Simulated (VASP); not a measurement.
# B (P6_3/mmc) in VASP: further runs

The runs below take B through single point, with PBEsol.

Program: VASP 6.6.1. These are calculated values, not measurements. Logs are shortened: lines on timing, memory, paths and dates and some standing lists are left out, and cuts for length are marked.

## 1. The cell of the first run

Symmetry: P6_3/mmc, No. 194, hexagonal system. Conventional cell: a = 1.708 Å, b = 1.708 Å, c = 7.048 Å, α = 90.00°, β = 90.00°, γ = 120.00°. Within 2.3 Å of B (site symmetry -6m2) lie 6 B at 1.71 Å.

## 2. Single point, PBEsol

INCAR reads:

```
SYSTEM = B
ALGO = Normal ; EDIFF = 1E-7
ENCUT = 520 ; GGA = PS
ISIF = 2 ; ISMEAR = 0
LASPH = .TRUE. ; LCHARG = .FALSE.
LREAL = .FALSE. ; LWAVE = .FALSE.
NBANDS = 10 ; NELM = 60
PREC = Accurate ; SIGMA = 0.1
```

KPOINTS reads:

```
k-points
0
G
  36 36 8
  0 0 0
```

POSCAR reads:

```
B
1.0
    1.7078602508      0.0000000000      0.0000000000
   -0.8539301254      1.4790503633      0.0000000000
    0.0000000000      0.0000000000      7.0482578599
B
2
Direct
    0.3333333333      0.6666666667      0.2500000000
    0.6666666667      0.3333333333      0.7500000000
```

Potentials or basis: VASP PAW PBE potentials, release 64 (B).

Started as:

```console
cat potpaw_PBE.64/B/POTCAR > POTCAR
mpirun -np 1 vasp_std > vasp.out
```

OUTCAR:

```text
SYSTEM = B
   EDIFF = 1E-7
   ENCUT = 520
   GGA = PS
   ISIF = 2
   ISMEAR = 0
   LASPH = .TRUE.
   LREAL = .FALSE.
   NELM = 60
   PREC = Accurate

 ion  position               nearest neighbor table
   1  0.333  0.667  0.250-
   2  0.667  0.333  0.750-

  LATTYP: Found a hexagonal cell.
 ALAT       =     1.7078602508
 C/A-ratio  =     4.1269523409

  Lattice vectors:

 A1 = (   1.7078602508,   0.0000000000,   0.0000000000)
 A2 = (  -0.8539301254,   1.4790503633,   0.0000000000)
 A3 = (   0.0000000000,   0.0000000000,   7.0482578599)

Analysis of symmetry for initial positions (statically):
=====================================================================
 Subroutine PRICEL returns:
 Original cell was already a primitive cell.

 Routine SETGRP: Setting up the symmetry group for a
 hexagonal supercell.

 Subroutine GETGRP returns: Found 24 space group operations
 (whereof 12 operations were pure point group operations)
 out of a pool of 24 trial point group operations.

The static configuration has the point symmetry D_3d.
 The point group associated with its full space group is D_6h.

Analysis of symmetry for dynamics (positions and initial velocities):
=====================================================================
 Subroutine PRICEL returns:
 Original cell was already a primitive cell.

 Routine SETGRP: Setting up the symmetry group for a
 hexagonal supercell.

 Subroutine GETGRP returns: Found 24 space group operations
 (whereof 12 operations were pure point group operations)
 out of a pool of 24 trial point group operations.

The dynamic configuration has the point symmetry D_3d.
 The point group associated with its full space group is D_6h.

 Subroutine INISYM returns: Found 24 space group operations
 (whereof 12 operations are pure point group operations),
 and found     1 'primitive' translations

----------------------------------------------------------------------------------------

                                     Primitive cell

  volume of cell :      17.8040

  direct lattice vectors                    reciprocal lattice vectors
     1.707860251  0.000000000  0.000000000     0.585528002  0.338054749  0.000000000
    -0.853930125  1.479050363  0.000000000     0.000000000  0.676109499  0.000000000
     0.000000000  0.000000000  7.048257860     0.000000000  0.000000000  0.141879032

  length of vectors
     1.707860251  1.707860251  7.048257860     0.676109499  0.676109499  0.141879032
[... 81 lines left out ...]
   EDIFF  = 0.1E-06   stopping-criterion for ELM
   LREAL  =      F    real-space projection
   EDIFFG = 0.1E-05   stopping-criterion for IOM
   NSW    =      0    number of steps for IOM
   IBRION =     -1    ionic relax: 0-MD 1-quasi-New 2-CG
   NFREE  =      0    steps in history (QN), initial steepest desc. (CG)
   ISIF   =      2    stress and relaxation
   ISYM   =      2    0-nonsym 1-usesym 2-fastsym
   POTIM  = 0.5000    time-step for ionic-motion
   TEBEG  =    0.0;   TEEND  =   0.0 temperature during run
   PSTRESS=    0.0 pullay stress
   NELECT =       6.0000    total number of electrons
   NUPDOWN=      -1.0000    fix difference up-down
   EMIN   =  10.00;   EMAX   =-10.00  energy-range for DOS
   EFERMI =   0.00;   METHOD = LEGACY
   ISMEAR =     0;   SIGMA  =   0.10  broadening in eV -4-tet -1-fermi 0-gaus
   EFERMI_NEDOS =   21; number of points for ismear=-14 and -15
   IALGO  =     38    algorithm
   IMIX   =      4    mixing-type and parameters
     AMIX     =   0.40;   BMIX     =  1.00
     AMIX_MAG =   1.60;   BMIX_MAG =  1.00
  volume/ion in A,a.u.               =       8.90        60.07
  Fermi-wavevector in a.u.,A,eV,Ry     =   1.139251  2.152873 17.658915  1.297894
  Thomas-Fermi vector in A             =   2.275955
   LORBIT       =      0    0 simple, 1 ext, 2 COOP (PROOUT), +10 PAW based schemes
   GGA     = PS    functional components
   LHFCALC =     F    Hartree Fock is set to
   AEXX    =    0.0000 exact exchange contribution
   IVDW    =     0    specifies the selected vdW correction
   LEPSILON=     F    determine dielectric tensor
   LRPA    =     F    only Hartree local field effects (RPA)
 non-spin polarized calculation
 Gauss-broadening in eV      SIGMA  =   0.10
  energy-cutoff  :      520.00
  volume of cell :       17.80
 maximum number of plane-waves:       495
 NGX is ok and might be reduce to    14

 number of electron       6.0000000 magnetization

 Free energy of the ion-electron system (eV)
  ---------------------------------------------------
  ext. energy  EPLUGINS =         0.00000000
  ---------------------------------------------------
  free energy    TOTEN  =       -12.61594166 eV

  energy without entropy =      -12.61349941  energy(sigma->0) =      -12.61472053

 E-fermi :   5.4569     XC(G=0): -10.4300

 val. band max:        5.4471032393   @ k =   0.3333   0.0278   0.5000
 cond. band min:       5.4607049626   @ k =   0.2778   0.1389   0.0000
 fundamental gap:      0.0136017233
 Fermi energy:         5.4568744164

 k-point     1 :       0.0000    0.0000    0.0000
  band No.  band energies     occupation
      1     -11.7154      2.00000
      2     -11.2968      2.00000
      3      -3.3329      2.00000
      4      -1.0399      2.00000
      5       7.8622      0.00000
      6      15.1547      0.00000
      7      20.3446      0.00000
      8      30.1806      0.00000
      9      30.1833      0.00000
     10      30.1863      0.00000
[... 287 lines left out ...]
 k-point    24 :       0.1389    0.0278    0.0000
  band No.  band energies     occupation
      1     -10.6141      2.00000
      2     -10.2362      2.00000
      3      -1.7449      2.00000
      4       0.5170      2.00000
      5       9.1743      0.00000
      6      16.6541      0.00000
      7      20.3493      0.00000
      8      25.3539      0.00000
      9      26.7002      0.00000
     10      27.2693      0.00000

 [... further k-points ...]
[... 5 lines left out ...]
  --------------------------------------------------------------------------------------
  -------------------------------------------------------------------------------------
  Total        0.0352597      0.0352597     -0.0116015      0.0000000      0.0000000      0.0000000
  in kB        3.1730146      3.1730146     -1.0440185      0.0000000      0.0000000      0.0000000
  external PRESSURE =       1.7673369 kB  Pullay stress =       0.0000000 kB

 VOLUME and BASIS-vectors are now :
 -----------------------------------------------------------------------------
  energy-cutoff  :      520.00
  volume of cell :       17.80
      direct lattice vectors                 reciprocal lattice vectors
     1.707860251  0.000000000  0.000000000     0.585528002  0.338054749  0.000000000
    -0.853930125  1.479050363  0.000000000     0.000000000  0.676109499  0.000000000
     0.000000000  0.000000000  7.048257860     0.000000000  0.000000000  0.141879032

 POSITION                                       TOTAL-FORCE (eV/Angst)
 -----------------------------------------------------------------------------------
     -0.00000      0.98603      1.76206         0.000000      0.000000     -0.000000
      0.85393      0.49302      5.28619        -0.000000     -0.000000      0.000000
 -----------------------------------------------------------------------------------
    total drift:                               -0.000000      0.000000     -0.000000

  FREE ENERGIE OF THE ION-ELECTRON SYSTEM (eV)
  ---------------------------------------------------
  free  energy   TOTEN  =       -12.6159416563 eV

  energy  without entropy=      -12.6134994083  energy(sigma->0) =      -12.61472053
```

Run time: 68 s. Hardware: 1 thread of Intel Xeon 6975P-C, shared host; peak memory 0.2 GiB.

What came out:

| Item | Value |
| --- | --- |
| Free energy | -12.6159 eV |
| Pressure | 0.2 GPa |
| Band gap on the k mesh | zero (band 3 reaches 8.83 eV, above the bottom of band 4 at -2.32 eV) |

Stress tensor (GPa, compression positive):
```
 0.32  0.00  0.00
 0.00  0.32  0.00
 0.00  0.00 -0.10
```

Levels at points of the mesh, in eV from the Fermi level:
| k point | band 1 | band 2 | band 3 | band 4 | band 5 | band 6 | band 7 | band 8 |
| --- | --- | --- | --- | --- | --- | --- | --- | --- |
| (0.00, 0.00, 0.00) | -17.17 | -16.75 | -8.79 | -6.50 | 2.41 | 9.70 | 14.89 | 24.72 |
| (0.50, 0.00, 0.00) | -8.78 | -8.73 | 1.23 | 1.50 | 5.32 | 5.96 | 11.96 | 13.74 |
| (0.00, 0.00, 0.50) | -16.97 | -16.97 | -7.78 | -7.78 | 5.29 | 5.29 | 20.99 | 20.99 |
| (0.50, 0.00, 0.50) | -8.76 | -8.76 | 1.35 | 1.35 | 5.69 | 5.69 | 12.45 | 12.45 |

Caveat: the PAW data sets were made with another functional, which shifts forces and pressure a little; this functional lacks dispersion, which binds the layers, so the pressure and a relaxed spacing across them are unreliable.

## 3. Single point, PBEsol

This run uses another cell than the first one: it holds 8 atoms, not 2.

INCAR reads:

```
PREC = Accurate ; ENCUT = 520
EDIFF = 1E-7 ; ISMEAR = 0
SIGMA = 0.1 ; LREAL = False
LASPH = True ; NELM = 100
ALGO = Normal ; ISIF = 2
LWAVE = False ; LCHARG = False
GGA = PS ; NBANDS = 22
```

KPOINTS reads:

```
Automatic mesh
0
Gamma
  14 8 2
```

POSCAR reads:

```
B
1.0
    0.8539301254     -1.4790503633      0.0000000000
   -2.5617903761     -1.4790503633      0.0000000000
    0.0000000000      0.0000000000    -14.0965157199
B
8
Direct
    0.5000000000      0.8333333333      0.8750000000
    0.5000000000      0.8333333333      0.3750000000
    0.0000000000      0.3333333333      0.8750000000
    0.0000000000      0.3333333333      0.3750000000
    0.0000000000      0.6666666667      0.6250000000
    0.0000000000      0.6666666667      0.1250000000
    0.5000000000      0.1666666667      0.6250000000
    0.5000000000      0.1666666667      0.1250000000
```

Potentials or basis: VASP PAW PBE potentials, release 64 (B).

Started as:

```console
cat potpaw_PBE.64/B/POTCAR > POTCAR
mpirun -np 1 vasp_std > vasp.out
```

It took 90 s on 1 thread of Intel Xeon 6975P-C, shared host; peak memory 0.23 GiB.

The run converged. Its results:

```
Free energy            : -50.4266 eV
Pressure               : 0.3 GPa
Band gap on the k mesh : zero (band 12 reaches 8.81 eV, above the bottom of band 13 at 1.75 eV)
```

Stress tensor (GPa, compression positive):
```
 1.16  2.04  0.00
 2.04 -1.20  0.00
 0.00  0.00  0.81
```

Levels at points of the mesh, in eV from the Fermi level:
| k point | band 10 | band 11 | band 12 | band 13 | band 14 | band 15 |
| --- | --- | --- | --- | --- | --- | --- |
| (0.00, 0.00, 0.00) | -7.84 | -7.84 | -6.56 | 1.17 | 1.29 | 1.29 |
| (0.50, 0.00, 0.00) | 3.15 | 3.28 | 3.28 | 3.30 | 3.30 | 3.30 |
| (0.00, 0.50, 0.00) | -4.72 | -3.77 | -3.77 | -3.77 | -3.77 | -2.52 |
| (0.50, 0.50, 0.00) | 1.16 | 1.28 | 1.28 | 1.28 | 1.28 | 1.43 |
| (0.00, 0.00, 0.50) | -8.57 | -6.98 | -6.98 | 1.21 | 1.21 | 1.40 |
| (0.50, 0.00, 0.50) | 3.29 | 3.29 | 3.29 | 3.32 | 3.32 | 3.32 |
| (0.00, 0.50, 0.50) | -4.46 | -4.46 | -4.46 | -2.94 | -2.94 | -2.94 |
| (0.50, 0.50, 0.50) | 1.19 | 1.19 | 1.19 | 1.38 | 1.38 | 1.38 |

Caveat: the PAW data sets were made with another functional, which shifts forces and pressure a little; this functional lacks dispersion, which binds the layers, so the pressure and a relaxed spacing across them are unreliable.
